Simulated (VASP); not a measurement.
Write the native input for VASP 6.6.1 that does the following.

- Task: single point
- Functional: PBEsol
- Potentials or basis: VASP PAW PBE potentials, release 64 (Cs_sv)
- Cutoff: 520 eV
- k mesh: 8 × 8 × 8
- Occupations: fermi-dirac, width 0.08 eV
- Spin: no spin polarisation
- Dipole correction: no
- Further INCAR settings: ALGO = Normal; EDIFF = 1e-07; NBANDS = 10

The structure of Cs lies in POSCAR:

```
Cs
1.0
    4.9225923281      0.0000000000      0.0000000000
    0.0000000000      4.9225923281      0.0000000000
    0.0000000000      0.0000000000      4.9225923281
Cs
1
Direct
    0.0000000000      0.0000000000      0.0000000000
```

This isn't the form of Cs at room conditions, which is bcc.

One way to write it, as run:

INCAR

```
SYSTEM = Cs
ALGO = Normal
EDIFF = 1E-7
ENCUT = 520
GGA = PS
ISIF = 2
ISMEAR = -1
LASPH = .TRUE.
LCHARG = .FALSE.
LREAL = .FALSE.
LWAVE = .FALSE.
NBANDS = 10
NELM = 80
PREC = Accurate
SIGMA = 0.08
```

KPOINTS

```
k-points
0
G
  8 8 8
  0 0 0
```

Potentials or basis: VASP PAW PBE potentials, release 64 (Cs_sv).

Run with:

```console
$ cat potpaw_PBE.64/Cs_sv/POTCAR > POTCAR
$ mpirun -np 1 vasp_std > vasp.out
```

It gave:

The pressure is 0.0 GPa. The band gap on the k mesh is zero (an odd number of electrons rules out a gap without spin polarisation).

Caveat: the PAW data sets were made with another functional, which shifts forces and pressure a little; spin-orbit coupling is left out, which moves the levels of the heavy elements.

Wall time 18 s on 1 thread of Intel(R) Xeon(R) 6975P-C (Granite Rapids) (shared host), peak memory 0.23 GiB.
